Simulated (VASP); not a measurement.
# Zr2SiC2 (P6/mmm) in VASP: notebook

The runs below take Zr2SiC2 through single point, relaxation of cell and atoms, with PBE.

All numbers are computed with VASP 6.6.1; they aren't measurements. Logs are shortened: lines on timing, memory, paths and dates and some standing lists are left out, and cuts for length are marked.

## (1) The cell of the first run

It takes space group P6/mmm (No. 191, hexagonal). Conventional cell: a = 4.664 Å, b = 4.664 Å, c = 4.434 Å, α = 90.00°, β = 90.00°, γ = 120.00°. Within 2.9 Å of Zr (site symmetry -6m2) lie 2 C at 2.22 Å and 3 Zr at 2.69 Å. Within 3.6 Å of Si (site symmetry 6/mmm) lie 6 C at 2.69 Å and 12 Zr at 3.49 Å. Within 2.9 Å of C (site symmetry -6m2) lie 2 Zr at 2.22 Å and 3 C at 2.69 Å and 3 Si at 2.69 Å.

## (2) Single point, PBE

File INCAR:

```
SYSTEM = Zr2SiC2
ALGO = Normal
EDIFF = 1E-7
ENCUT = 520
GGA = PE
ISIF = 2
ISMEAR = 0
LASPH = .True.
LCHARG = .False.
LREAL = .False.
LWAVE = .False.
NBANDS = 26
NELM = 100
PREC = Accurate
SIGMA = 0.1
```

File KPOINTS:

```
k-points
0
Gamma
  6 6 4
  0 0 0
```

File POSCAR:

```
Zr2SiC2
1.0
    4.6638390259      0.0000000000      0.0000000000
   -2.3319195130      4.0390030756      0.0000000000
    0.0000000000      0.0000000000      4.4342844605
Zr Si C
2 1 2
Direct
    0.3333333333      0.6666666667      0.0000000000
    0.6666666667      0.3333333333      0.0000000000
    0.0000000000      0.0000000000      0.5000000000
    0.3333333333      0.6666666667      0.5000000000
    0.6666666667      0.3333333333      0.5000000000
```

Potentials or basis: VASP PAW PBE potentials, release 64 (Zr_sv, Si, C).

The run is started by

```sh
cat potpaw_PBE.64/Zr_sv/POTCAR potpaw_PBE.64/Si/POTCAR potpaw_PBE.64/C/POTCAR > POTCAR
mpirun -np 1 vasp_std > vasp.out
```

OUTCAR:

```text
SYSTEM = Zr2SiC2
   EDIFF = 1E-7
   ENCUT = 520
   GGA = PE
   ISIF = 2
   ISMEAR = 0
   LASPH = .True.
   LREAL = .False.
   NELM = 100
   PREC = Accurate

 ion  position               nearest neighbor table
   1  0.333  0.667  0.000-   4 2.22   4 2.22   2 2.69   2 2.69   2 2.69   3 3.49   3 3.49   3 3.49
                             3 3.49   3 3.49   3 3.49
   2  0.667  0.333  0.000-   5 2.22   5 2.22   1 2.69   1 2.69   1 2.69   3 3.49   3 3.49   3 3.49
                             3 3.49   3 3.49   3 3.49
   3  0.000  0.000  0.500-   1 3.49   2 3.49   1 3.49   2 3.49   2 3.49   2 3.49   1 3.49   1 3.49
                             2 3.49   2 3.49   1 3.49   1 3.49
   4  0.333  0.667  0.500-   1 2.22   1 2.22
   5  0.667  0.333  0.500-   2 2.22   2 2.22

  LATTYP: Found a hexagonal cell.
 ALAT       =     4.6638390259
 C/A-ratio  =     0.9507799124

  Lattice vectors:

 A1 = (   4.6638390259,   0.0000000000,   0.0000000000)
 A2 = (  -2.3319195130,   4.0390030756,   0.0000000000)
 A3 = (   0.0000000000,   0.0000000000,   4.4342844605)

Analysis of symmetry for initial positions (statically):
=====================================================================
 Subroutine PRICEL returns:
 Original cell was already a primitive cell.

 Routine SETGRP: Setting up the symmetry group for a
 hexagonal supercell.

 Subroutine GETGRP returns: Found 24 space group operations
 (whereof 24 operations were pure point group operations)
 out of a pool of 24 trial point group operations.

The static configuration has the point symmetry D_6h.

Analysis of symmetry for dynamics (positions and initial velocities):
=====================================================================
 Subroutine PRICEL returns:
 Original cell was already a primitive cell.

 Routine SETGRP: Setting up the symmetry group for a
 hexagonal supercell.

 Subroutine GETGRP returns: Found 24 space group operations
 (whereof 24 operations were pure point group operations)
 out of a pool of 24 trial point group operations.

The dynamic configuration has the point symmetry D_6h.

 Subroutine INISYM returns: Found 24 space group operations
 (whereof 24 operations are pure point group operations),
 and found     1 'primitive' translations

----------------------------------------------------------------------------------------

                                     Primitive cell

  volume of cell :      83.5298

  direct lattice vectors                    reciprocal lattice vectors
     4.663839026  0.000000000  0.000000000     0.214415634  0.123792924  0.000000000
    -2.331919513  4.039003076  0.000000000     0.000000000  0.247585848  0.000000000
     0.000000000  0.000000000  4.434284460     0.000000000  0.000000000  0.225515528

  length of vectors
     4.663839026  4.663839026  4.434284460     0.247585848  0.247585848  0.225515528

  position of ions in fractional coordinates (direct lattice)
     0.333333333  0.666666667  0.000000000
     0.666666667  0.333333333  0.000000000
     0.000000000  0.000000000  0.500000000
     0.333333333  0.666666667  0.500000000
     0.666666667  0.333333333  0.500000000

  ion indices of the primitive-cell ions
   primitive index   ion index
                 1           1
                 2           2
                 3           3
                 4           4
                 5           5

----------------------------------------------------------------------------------------

 KPOINTS: k-points

Automatic generation of k-mesh.
 Grid dimensions read from file:
 generate k-points for:    6    6    4

 Generating k-lattice:

  Cartesian coordinates                     Fractional coordinates (reciprocal lattice)
     0.035735939  0.020632154  0.000000000     0.166666667 -0.000000000  0.000000000
     0.000000000  0.041264308  0.000000000     0.000000000  0.166666667  0.000000000
     0.000000000  0.000000000  0.056378882     0.000000000  0.000000000  0.250000000

  Length of vectors
     0.041264308  0.041264308  0.056378882

  Shift w.r.t. Gamma in fractional coordinates (k-lattice)
     0.000000000  0.000000000  0.000000000

 Subroutine IBZKPT returns following result:
 ===========================================

 Found     21 irreducible k-points:

 Following reciprocal coordinates:
            Coordinates               Weight
  0.000000  0.000000  0.000000      1.000000
  0.166667  0.000000  0.000000      6.000000
  0.333333 -0.000000  0.000000      6.000000
  0.500000  0.000000  0.000000      3.000000
  0.166667  0.166667  0.000000      6.000000
  0.333333  0.166667  0.000000     12.000000
[... 13 lines left out ...]
  0.333333  0.166667  0.500000     12.000000
  0.333333  0.333333  0.500000      2.000000
   k-points           NKPTS =     21   k-points in BZ     NKDIM =     21   number of bands    NBANDS=     26
   number of dos      NEDOS =    301   number of ions     NIONS =      5
   total plane-waves  NPLWV =  46656
   dimension x,y,z NGX =    36 NGY =   36 NGZ =   36
   dimension x,y,z NGXF=    72 NGYF=   72 NGZF=   72
   ions per type =               2   1   2
   NGX,Y,Z   is equivalent  to a cutoff of  12.83, 12.83, 13.50 a.u.
   NGXF,Y,Z  is equivalent  to a cutoff of  25.66, 25.66, 26.99 a.u.
 SYSTEM =  Zr2SiC2
   PREC   = accura    normal or accurate (medium, high low for compatibility)
   ISTART =      0    job   : 0-new  1-cont  2-samecut
   ICHARG =      2    charge: 1-file 2-atom 10-const
   ISPIN  =      1    spin polarized calculation?
   LNONCOLLINEAR =      F non collinear calculations
   LSORBIT =      F    spin-orbit coupling
   LASPH  =      T    aspherical Exc in radial PAW
   ENCUT  =  520.0 eV  38.22 Ry    6.18 a.u.   8.67  8.67  8.24*2*pi/ulx,y,z
   NELM   =    100;   NELMIN=  2; NELMDL= -5     # of ELM steps
   EDIFF  = 0.1E-06   stopping-criterion for ELM
   LREAL  =      F    real-space projection
   EDIFFG = 0.1E-05   stopping-criterion for IOM
   NSW    =      0    number of steps for IOM
   IBRION =     -1    ionic relax: 0-MD 1-quasi-New 2-CG
   NFREE  =      0    steps in history (QN), initial steepest desc. (CG)
   ISIF   =      2    stress and relaxation
   ISYM   =      2    0-nonsym 1-usesym 2-fastsym
   POTIM  = 0.5000    time-step for ionic-motion
   TEBEG  =    0.0;   TEEND  =   0.0 temperature during run
   PSTRESS=    0.0 pullay stress
   NELECT =      36.0000    total number of electrons
   NUPDOWN=      -1.0000    fix difference up-down
   EMIN   =  10.00;   EMAX   =-10.00  energy-range for DOS
   EFERMI =   0.00;   METHOD = LEGACY
   ISMEAR =     0;   SIGMA  =   0.10  broadening in eV -4-tet -1-fermi 0-gaus
   EFERMI_NEDOS =   21; number of points for ismear=-14 and -15
   IALGO  =     38    algorithm
   IMIX   =      4    mixing-type and parameters
     AMIX     =   0.40;   BMIX     =  1.00
     AMIX_MAG =   1.60;   BMIX_MAG =  1.00
  volume/ion in A,a.u.               =      16.71       112.74
  Fermi-wavevector in a.u.,A,eV,Ry     =   1.236598  2.336832 20.805687  1.529175
  Thomas-Fermi vector in A             =   2.371200
   LORBIT       =      0    0 simple, 1 ext, 2 COOP (PROOUT), +10 PAW based schemes
   GGA     = PE    functional components
   LHFCALC =     F    Hartree Fock is set to
   AEXX    =    0.0000 exact exchange contribution
   IVDW    =     0    specifies the selected vdW correction
   LEPSILON=     F    determine dielectric tensor
   LRPA    =     F    only Hartree local field effects (RPA)
 non-spin polarized calculation
 Gauss-broadening in eV      SIGMA  =   0.10
  energy-cutoff  :      520.00
  volume of cell :       83.53
 maximum number of plane-waves:      2284
 NGX is ok and might be reduce to    36
   NGX = 17   NGY = 17   NGZ = 17

 number of electron      36.0000002 magnetization

 Free energy of the ion-electron system (eV)
  ---------------------------------------------------
  ext. energy  EPLUGINS =         0.00000000
  ---------------------------------------------------
  free energy    TOTEN  =       -32.15577910 eV

  energy without entropy =      -32.12630877  energy(sigma->0) =      -32.14104393

 E-fermi :   7.1613     XC(G=0): -10.8165

 val. band max:        7.1511924433   @ k =   0.5000   0.0000   0.5000
 cond. band min:       7.1670204984   @ k =   0.3333   0.1667   0.5000
 fundamental gap:      0.0158280551
 Fermi energy:         7.1613361225

 k-point     1 :       0.0000    0.0000    0.0000
  band No.  band energies     occupation
      1     -41.2918      2.00000
      2     -40.8149      2.00000
      3     -20.0240      2.00000
      4     -20.0240      2.00000
      5     -19.2993      2.00000
      6     -18.8665      2.00000
[... 18 lines left out ...]
     25       9.4982      0.00000
     26      10.1042      0.00000

 k-point     2 :       0.1667    0.0000    0.0000
  band No.  band energies     occupation
      1     -41.2647      2.00000
      2     -40.8442      2.00000
      3     -20.0570      2.00000
      4     -19.9586      2.00000
      5     -19.2743      2.00000
      6     -18.8926      2.00000
[... 18 lines left out ...]
     25      10.0441      0.00000
     26      10.4977      0.00000

 k-point     3 :       0.3333   -0.0000    0.0000
  band No.  band energies     occupation
      1     -41.1943      2.00000
      2     -40.9191      2.00000
      3     -20.1181      2.00000
      4     -19.8022      2.00000
      5     -19.2094      2.00000
      6     -18.9598      2.00000
[... 18 lines left out ...]
     25      11.0956      0.00000
     26      11.2192      0.00000

 k-point     4 :       0.5000    0.0000    0.0000
  band No.  band energies     occupation
      1     -41.1372      2.00000
      2     -40.9784      2.00000
      3     -20.1466      2.00000
      4     -19.7005      2.00000
      5     -19.1572      2.00000
      6     -19.0132      2.00000
[... 18 lines left out ...]
     25      10.8676      0.00000
     26      11.4446      0.00000

 k-point     5 :       0.1667    0.1667    0.0000
  band No.  band energies     occupation
      1     -41.2150      2.00000
      2     -40.8972      2.00000
      3     -20.1162      2.00000
      4     -19.8256      2.00000
      5     -19.2285      2.00000
      6     -18.9401      2.00000
[... 18 lines left out ...]
     25      10.7455      0.00000
     26      11.1373      0.00000

 k-point     6 :       0.3333    0.1667    0.0000
  band No.  band energies     occupation
      1     -41.1372      2.00000
      2     -40.9784      2.00000
      3     -20.1756      2.00000
      4     -19.6261      2.00000
      5     -19.1572      2.00000
      6     -19.0341      2.00000
[... 340 lines left out ...]
 k-point    18 :       0.5000    0.0000    0.5000
  band No.  band energies     occupation
      1     -41.1367      2.00000
      2     -40.9780      2.00000
      3     -20.1421      2.00000
      4     -19.6958      2.00000
      5     -19.2023      2.00000
      6     -19.0499      2.00000
[... 18 lines left out ...]
     25      11.5135      0.00000
     26      11.6728      0.00000

 k-point    19 :       0.1667    0.1667    0.5000
  band No.  band energies     occupation
      1     -41.2145      2.00000
      2     -40.8969      2.00000
      3     -20.1118      2.00000
      4     -19.8215      2.00000
      5     -19.2784      2.00000
      6     -18.9725      2.00000
[... 18 lines left out ...]
     25      11.0019      0.00000
     26      12.2790      0.00000

 k-point    20 :       0.3333    0.1667    0.5000
  band No.  band energies     occupation
      1     -41.1367      2.00000
      2     -40.9780      2.00000
      3     -20.1708      2.00000
      4     -19.6220      2.00000
      5     -19.2024      2.00000
      6     -19.0497      2.00000
[... 18 lines left out ...]
     25      11.1217      0.00000
     26      11.2670      0.00000

 k-point    21 :       0.3333    0.3333    0.5000
  band No.  band energies     occupation
      1     -41.0579      2.00000
      2     -41.0579      2.00000
      3     -20.2084      2.00000
      4     -19.3275      2.00000
      5     -19.3275      2.00000
      6     -19.1263      2.00000
[... 18 lines left out ...]
     25      11.3696      0.00000
     26      11.3696      0.00000

------------------------ aborting loop because EDIFF is reached ----------------------------------------

  FORCE on cell =-STRESS in cart. coord.  units (eV):
  Direction    XX          YY          ZZ          XY          YZ          ZX
  --------------------------------------------------------------------------------------
  -------------------------------------------------------------------------------------
  Total        0.0447987      0.0447987      0.1088256     -0.0000000      0.0000000      0.0000000
  in kB        0.8592807      0.8592807      2.0873741     -0.0000000      0.0000000      0.0000000
  external PRESSURE =       1.2686452 kB  Pullay stress =       0.0000000 kB

 VOLUME and BASIS-vectors are now :
 -----------------------------------------------------------------------------
  energy-cutoff  :      520.00
  volume of cell :       83.53
      direct lattice vectors                 reciprocal lattice vectors
     4.663839026  0.000000000  0.000000000     0.214415634  0.123792924  0.000000000
    -2.331919513  4.039003076  0.000000000     0.000000000  0.247585848  0.000000000
     0.000000000  0.000000000  4.434284460     0.000000000  0.000000000  0.225515528

 POSITION                                       TOTAL-FORCE (eV/Angst)
 -----------------------------------------------------------------------------------
     -0.00000      2.69267      0.00000        -0.000000      0.000000     -0.000000
      2.33192      1.34633      0.00000         0.000000     -0.000000      0.000000
      0.00000      0.00000      2.21714         0.000000     -0.000000      0.000000
     -0.00000      2.69267      2.21714         0.000000     -0.000000      0.000000
      2.33192      1.34633      2.21714         0.000000      0.000000      0.000000
 -----------------------------------------------------------------------------------
    total drift:                                0.000000      0.000000      0.000000

  FREE ENERGIE OF THE ION-ELECTRON SYSTEM (eV)
  ---------------------------------------------------
  free  energy   TOTEN  =       -32.1557791014 eV

  energy  without entropy=      -32.1263087674  energy(sigma->0) =      -32.14104393
```

Run time: 32 s. Hardware: 1 thread of Intel Xeon Platinum 8488C (Sapphire Rapids), shared host; peak memory 0.22 GiB.

Results:

```yaml
Free_energy: -32.1558 eV
Pressure: 0.1 GPa
Band_gap_on_the_k_mesh: zero (band 18 reaches 7.44 eV, above the bottom of band 19 at 6.68 eV)
```

## (3) Relaxation of cell and atoms, PBE

This run uses another cell than the first one, of 17.42 Å³/atom, 1.043 times its volume.

File INCAR:

```
SYSTEM = Zr2SiC2
  ALGO = Normal
  EDIFF = 1E-6
  EDIFFG = -0.04
  ENCUT = 600
  GGA = PE
  IBRION = 2
  ISIF = 3
  ISMEAR = 0
  LASPH = .TRUE.
  LCHARG = .FALSE.
  LREAL = .FALSE.
  LWAVE = .FALSE.
  NELM = 80
  NSW = 90
  PREC = Accurate
  SIGMA = 0.1
```

File KPOINTS:

```
k-points
0
G
  6 6 4
  0 0 0
```

File POSCAR:

```
Zr2SiC2
1.0
    5.1322316000      0.0000000000      0.0000000000
   -2.5661158000      4.4446429400      0.0000000000
    0.0000000000      0.0000000000      3.8193999100
Zr Si C
2 1 2
Direct
    0.3333333300      0.6666666700      0.0000000000
    0.6666666700      0.3333333300      0.0000000000
    0.0000000000      0.0000000000      0.5000000000
    0.3333333300      0.6666666700      0.5000000000
    0.6666666700      0.3333333300      0.5000000000
```

Potentials or basis: VASP PAW PBE potentials, release 64 (Zr_sv, Si, C).

The run is started by

```sh
cat potpaw_PBE.64/Zr_sv/POTCAR potpaw_PBE.64/Si/POTCAR potpaw_PBE.64/C/POTCAR > POTCAR
mpirun -np 1 vasp_std > vasp.out
```

Run time: 4.7 min. Hardware: 1 thread of Intel Xeon Platinum 8488C (Sapphire Rapids), shared host; peak memory 0.26 GiB.

Results (log left out):

* Free energy: -32.1561 eV
* Relaxed volume: 16.66 Å³/atom
* Relaxed cell: a = 4.656 Å, b = 4.656 Å, c = 4.437 Å, α = 90.00°, β = 90.00°, γ = 120.00°
* Space group after relaxing (to 0.05 Å): P6/mmm (No. 191)
* Energy gained by relaxing: 448.4 meV/atom
* Ionic steps: 8
* Pressure after relaxing: 0.1 GPa
* Band gap on the k mesh: zero (band 18 reaches 7.46 eV, above the bottom of band 19 at 6.70 eV)

Stress tensor (GPa, compression positive):
```
0.20 0.00 0.00
0.00 0.20 0.00
0.00 0.00 0.02
```

Step by step:
```csv
step,energy change (eV),largest force (eV/Å),pressure (GPa),volume (Å³)
1,0.0000,0.0000,20.85,87.12
2,-0.2084,0.0000,-15.60,116.62
3,-1.7856,0.0000,-4.50,100.94
4,-1.7960,0.0000,-3.67,100.12
5,-1.7991,0.0000,-2.83,99.37
6,-1.7989,0.0000,-3.11,99.61
7,-1.9395,0.0000,-1.92,95.46
8,-2.2418,0.0000,0.14,83.31
```

Final structure:
```
CELL_PARAMETERS angstrom
4.65606 0.00000 0.00000
-2.32803 4.03226 0.00000
0.00000 0.00000 4.43721
ATOMIC_POSITIONS crystal
Zr 0.33333 0.66667 0.00000
Zr 0.66667 0.33333 0.00000
Si 0.00000 0.00000 0.50000
C 0.33333 0.66667 0.50000
C 0.66667 0.33333 0.50000
```

Levels at points of the mesh, in eV from the Fermi level:
```tsv
k point	band 16	band 17	band 18	band 19	band 20	band 21
(0.00, 0.00, 0.00)	-1.82	-0.58	0.27	0.27	1.19	1.94
(0.50, 0.00, 0.00)	-0.66	-0.51	-0.42	1.00	1.07	1.41
(0.00, 0.00, 0.50)	-2.29	-2.29	-2.25	0.49	0.49	1.67
(0.50, 0.00, 0.50)	-0.51	-0.37	-0.33	-0.12	-0.01	0.67
```

Caveat: the k points lie up to 0.35 Å⁻¹ apart in the final cell.
